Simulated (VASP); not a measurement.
# VRe (Cmmm) in VASP: a series of runs

Runs on VRe. Level: LDA. Tasks: single point, relaxation of shape and atoms at fixed volume.

All numbers are computed with VASP 6.6.1; they aren't measurements. Logs are shortened: lines on timing, memory, paths and dates and some standing lists are left out, and cuts for length are marked.

## Step 1: The cell of the first run

It takes space group Cmmm (No. 65, orthorhombic). Conventional cell: a = 2.935 Å, b = 4.221 Å, c = 4.072 Å, α = 90.00°, β = 90.00°, γ = 90.00°. Within 3.3 Å of V (site symmetry mmm) lie 8 Re at 2.51 to 2.93 Å and 6 V at 2.57 to 2.93 Å. Re (site symmetry mmm) has 8 V at 2.51 to 2.93 Å and 6 Re at 2.57 to 2.93 Å within 3.3 Å.

## Step 2: Single point, LDA (volume scaled by 0.9)

File INCAR:

```
SYSTEM = VRe
ALGO = Normal
EDIFF = 1E-6
ENCUT = 520
GGA = CA
ISIF = 2
ISMEAR = -1
LASPH = .True.
LCHARG = .False.
LREAL = .False.
LWAVE = .False.
NBANDS = 17
NELM = 100
PREC = Accurate
SIGMA = 0.05
```

File KPOINTS:

```
k-points
0
Gamma
  14 14 9
  0 0 0
```

File POSCAR:

```
VRe
1.0
    1.4673598766     -2.1106159586      0.0000000000
    1.4673598766      2.1106159586      0.0000000000
    0.0000000000      0.0000000000      4.0723686817
V Re
1 1
Direct
    0.5000000000      0.5000000000      0.5000000000
    0.0000000000      0.0000000000      0.0000000000
```

Potentials or basis: VASP PAW LDA potentials, release 64 (V_sv, Re).

Command:

```
$ cat potpaw_LDA.64/V_sv/POTCAR potpaw_LDA.64/Re/POTCAR > POTCAR
$ mpirun -np 1 vasp_std > vasp.out
```

OUTCAR:

```text
SYSTEM = VRe
   EDIFF = 1E-6
   ENCUT = 520
   GGA = CA
   ISIF = 2
   ISMEAR = -1
   LASPH = .True.
   LREAL = .False.
   NELM = 100
   PREC = Accurate

 ion  position               nearest neighbor table
   1  0.500  0.500  0.500-   2 2.51   2 2.51   2 2.51   2 2.51   2 2.93   2 2.93   2 2.93   2 2.93

   2  0.000  0.000  0.000-   1 2.51   1 2.51   1 2.51   1 2.51   1 2.93   1 2.93   1 2.93   1 2.93

  LATTYP: Found a base centered orthorhombic cell.
 ALAT       =     2.9347197532
 B/A-ratio  =     1.4383764966
 C/A-ratio  =     1.3876516411

  Lattice vectors:

 A1 = (   1.4673598766,  -2.1106159586,   0.0000000000)
 A2 = (   1.4673598766,   2.1106159586,   0.0000000000)
 A3 = (   0.0000000000,   0.0000000000,   4.0723686817)

Analysis of symmetry for initial positions (statically):
=====================================================================
 Subroutine PRICEL returns:
 Original cell was already a primitive cell.

 Routine SETGRP: Setting up the symmetry group for a
 base centered orthorhombic supercell.

 Subroutine GETGRP returns: Found  8 space group operations
 (whereof  8 operations were pure point group operations)
 out of a pool of  8 trial point group operations.

The static configuration has the point symmetry D_2h.

Analysis of symmetry for dynamics (positions and initial velocities):
=====================================================================
 Subroutine PRICEL returns:
 Original cell was already a primitive cell.

 Routine SETGRP: Setting up the symmetry group for a
 base centered orthorhombic supercell.

 Subroutine GETGRP returns: Found  8 space group operations
 (whereof  8 operations were pure point group operations)
 out of a pool of  8 trial point group operations.

The dynamic configuration has the point symmetry D_2h.

 Subroutine INISYM returns: Found  8 space group operations
 (whereof  8 operations are pure point group operations),
 and found     1 'primitive' translations

----------------------------------------------------------------------------------------

                                     Primitive cell

  volume of cell :      25.2245

  direct lattice vectors                    reciprocal lattice vectors
     1.467359877 -2.110615959  0.000000000     0.340748039 -0.236897669  0.000000000
     1.467359877  2.110615959  0.000000000     0.340748039  0.236897669  0.000000000
     0.000000000  0.000000000  4.072368682     0.000000000  0.000000000  0.245557335

  length of vectors
     2.570572841  2.570572841  4.072368682     0.415005700  0.415005700  0.245557335

[... 74 lines left out ...]
   ISPIN  =      1    spin polarized calculation?
   LNONCOLLINEAR =      F non collinear calculations
   LSORBIT =      F    spin-orbit coupling
   LASPH  =      T    aspherical Exc in radial PAW
   ENCUT  =  520.0 eV  38.22 Ry    6.18 a.u.   4.78  4.78  7.57*2*pi/ulx,y,z
   NELM   =    100;   NELMIN=  2; NELMDL= -5     # of ELM steps
   EDIFF  = 0.1E-05   stopping-criterion for ELM
   LREAL  =      F    real-space projection
[... 7 lines left out ...]
   TEBEG  =    0.0;   TEEND  =   0.0 temperature during run
   PSTRESS=    0.0 pullay stress
   NELECT =      20.0000    total number of electrons
   NUPDOWN=      -1.0000    fix difference up-down
   EMIN   =  10.00;   EMAX   =-10.00  energy-range for DOS
   EFERMI =   0.00;   METHOD = LEGACY
   ISMEAR =    -1;   SIGMA  =   0.05  broadening in eV -4-tet -1-fermi 0-gaus
   EFERMI_NEDOS =   21; number of points for ismear=-14 and -15
   IALGO  =     38    algorithm
   IMIX   =      4    mixing-type and parameters
     AMIX     =   0.40;   BMIX     =  1.00
     AMIX_MAG =   1.60;   BMIX_MAG =  1.00
  volume/ion in A,a.u.               =      12.61        85.11
  Fermi-wavevector in a.u.,A,eV,Ry     =   1.515225  2.863360 31.237716  2.295907
  Thomas-Fermi vector in A             =   2.624777
   LORBIT       =      0    0 simple, 1 ext, 2 COOP (PROOUT), +10 PAW based schemes
   GGA     = CA    functional components
   LHFCALC =     F    Hartree Fock is set to
   AEXX    =    0.0000 exact exchange contribution
   IVDW    =     0    specifies the selected vdW correction
   LEPSILON=     F    determine dielectric tensor
   LRPA    =     F    only Hartree local field effects (RPA)
 non-spin polarized calculation
  energy-cutoff  :      520.00
  volume of cell :       25.22
 maximum number of plane-waves:       706
   NGX =  9   NGY =  9   NGZ = 15

 number of electron      19.9999994 magnetization

 Free energy of the ion-electron system (eV)
  ---------------------------------------------------
  ext. energy  EPLUGINS =         0.00000000
  ---------------------------------------------------
  free energy    TOTEN  =       -24.10192532 eV

  energy without entropy =      -24.09294644  energy(sigma->0) =      -24.09743588

 E-fermi :  10.7103     XC(G=0): -14.1794

 val. band max:       10.7060335322   @ k =   0.2143   0.0714   0.0000
 cond. band min:      10.7185223375   @ k =   0.5000   0.2857   0.2222
 fundamental gap:      0.0124888053
 Fermi energy:        10.7103359257

 k-point     1 :       0.0000    0.0000    0.0000
  band No.  band energies     occupation
      1     -52.8061      2.00000
      2     -27.1842      2.00000
      3     -26.7124      2.00000
      4     -26.5307      2.00000
      5       1.0194      2.00000
      6       4.4316      2.00000
[... 457 lines left out ...]
      4     -26.7845      2.00000
      5       4.7472      2.00000
      6       6.4416      2.00000
[... 9 lines left out ...]
     16      21.0257      0.00000
     17      22.0172      0.00000

 [... further k-points ...]

------------------------ aborting loop because EDIFF is reached ----------------------------------------

  FORCE on cell =-STRESS in cart. coord.  units (eV):
  Direction    XX          YY          ZZ          XY          YZ          ZX
  --------------------------------------------------------------------------------------
  -------------------------------------------------------------------------------------
  Total        3.9498043      3.9056385      3.9801321     -0.0000000      0.0000000      0.0000000
  in kB      250.8783727    248.0731075    252.8046891     -0.0000000      0.0000000      0.0000000
  external PRESSURE =     250.5853897 kB  Pullay stress =       0.0000000 kB

 VOLUME and BASIS-vectors are now :
 -----------------------------------------------------------------------------
  energy-cutoff  :      520.00
  volume of cell :       25.22
      direct lattice vectors                 reciprocal lattice vectors
     1.467359877 -2.110615959  0.000000000     0.340748039 -0.236897669  0.000000000
     1.467359877  2.110615959  0.000000000     0.340748039  0.236897669  0.000000000
     0.000000000  0.000000000  4.072368682     0.000000000  0.000000000  0.245557335

 POSITION                                       TOTAL-FORCE (eV/Angst)
 -----------------------------------------------------------------------------------
      1.46736      0.00000      2.03618         0.000000     -0.000000      0.000000
      0.00000      0.00000      0.00000        -0.000000      0.000000      0.000000
 -----------------------------------------------------------------------------------
    total drift:                                0.000000      0.000000      0.000000

  FREE ENERGIE OF THE ION-ELECTRON SYSTEM (eV)
  ---------------------------------------------------
  free  energy   TOTEN  =       -24.1019253156 eV

  energy  without entropy=      -24.0929464359  energy(sigma->0) =      -24.09743588
```

It took 78 s on 1 thread of Intel Xeon Platinum 8488C (Sapphire Rapids), shared host; peak memory 0.23 GiB.

Results:

| Item | Value |
| --- | --- |
| Free energy | -24.1019 eV |
| Pressure | 25.1 GPa |
| Band gap on the k mesh | zero (band 10 reaches 12.65 eV, above the bottom of band 11 at 9.83 eV) |

Caveat: the cell differs from its parent crystal (volume scaled by 0.9); spin-orbit coupling is left out, which moves the levels of the heavy elements.

## Step 3: Single point, LDA

This run uses another cell than the first one, of 14.01 Å³/atom, 1.111 times its volume.

File INCAR:

```
ALGO     = Normal         # electronic algorithm
EDIFF    = 1E-6           # SCF threshold, eV
ENCUT    = 520            # plane-wave cutoff, eV
ISIF     = 2              # what is computed and relaxed
ISMEAR   = -1             # smearing method
LASPH    = True           # aspherical terms in the spheres
LCHARG   = False          # write CHGCAR
LREAL    = False          # projectors in reciprocal space
LWAVE    = False          # write WAVECAR
NBANDS   = 17             # bands
NELM     = 60             # most SCF steps
PREC     = Accurate       # precision mode
SIGMA    = 0.05           # smearing width, eV
```

File KPOINTS:

```
k-points
0
Gamma
  14 14 9
```

File POSCAR:

```
VRe
1.0
    1.5178843316     -2.1837903335      0.0000000000
    1.5178843316      2.1837903335      0.0000000000
    0.0000000000      0.0000000000      4.2276674611
V Re
1 1
Direct
    0.5000000000      0.5000000000      0.5000000000
    0.0000000000      0.0000000000      0.0000000000
```

Potentials or basis: VASP PAW LDA potentials, release 64 (V_sv, Re).

Command:

```
$ cat potpaw_LDA.64/V_sv/POTCAR potpaw_LDA.64/Re/POTCAR > POTCAR
$ mpirun -np 1 vasp_std > vasp.out
```

Run time: 94 s. Hardware: 1 thread of Intel Xeon Platinum 8488C (Sapphire Rapids), shared host; peak memory 0.25 GiB.

It converged, with:

- Free energy: -24.1954 eV
- Pressure: -11.3 GPa
- Band gap on the k mesh: zero (band 10 reaches 10.91 eV, above the bottom of band 11 at 8.50 eV)

Levels at points of the mesh, in eV from the Fermi level:
```
           k point  band 6  band 7  band 8  band 9  band 10  band 11  band 12  band 13  band 14  band 15
(0.00, 0.00, 0.00)   -5.58   -3.80   -1.43   -1.21    -0.52     1.12     1.27     1.49     1.54     1.84
(0.50, 0.00, 0.00)   -4.00   -2.88   -2.78   -1.78    -1.28     0.93     1.18     2.05     2.22     4.43
(0.50, 0.50, 0.00)   -5.41   -4.53   -3.28    0.58     1.58     2.14     2.88     3.40     3.61     4.57
```

Caveat: spin-orbit coupling is left out, which moves the levels of the heavy elements.

## Step 4: Relaxation of shape and atoms at fixed volume, LDA

This run uses another cell than the first one, of 5.61 Å³/atom, 0.444 times its volume.

File INCAR:

```
SYSTEM = VRe
PREC = Accurate
ENCUT = 600
EDIFF = 1E-7
ISMEAR = -1
SIGMA = 0.05
LREAL = .FALSE.
LASPH = .TRUE.
NELM = 60
ALGO = Normal
ISIF = 4
LWAVE = .FALSE.
LCHARG = .FALSE.
IBRION = 2
NSW = 50
EDIFFG = -0.01
```

File KPOINTS:

```
Automatic mesh
0
G
  14 14 9
  0 0 0
```

File POSCAR:

```
VRe
1.0
    1.1161485548     -1.6111507568      0.0000000000
    1.1161485548      1.6111507568      0.0000000000
    0.0000000000      0.0000000000      3.1171108512
V Re
1 1
Direct
    0.5000000000      0.5000000000      0.5000000000
    0.0000000000      0.0000000000      0.0000000000
```

Command:

```
$ cat potpaw_LDA.64/V_sv/POTCAR potpaw_LDA.64/Re/POTCAR > POTCAR
$ mpirun -np 1 vasp_std > vasp.out
```

Wall time 6 min (1 thread of Intel Xeon Platinum 8488C (Sapphire Rapids), shared host); peak memory 0.2 GiB.

The run converged, but its numbers aren't listed here, since they failed a check.

Caveat: spin-orbit coupling is left out, which moves the levels of the heavy elements.
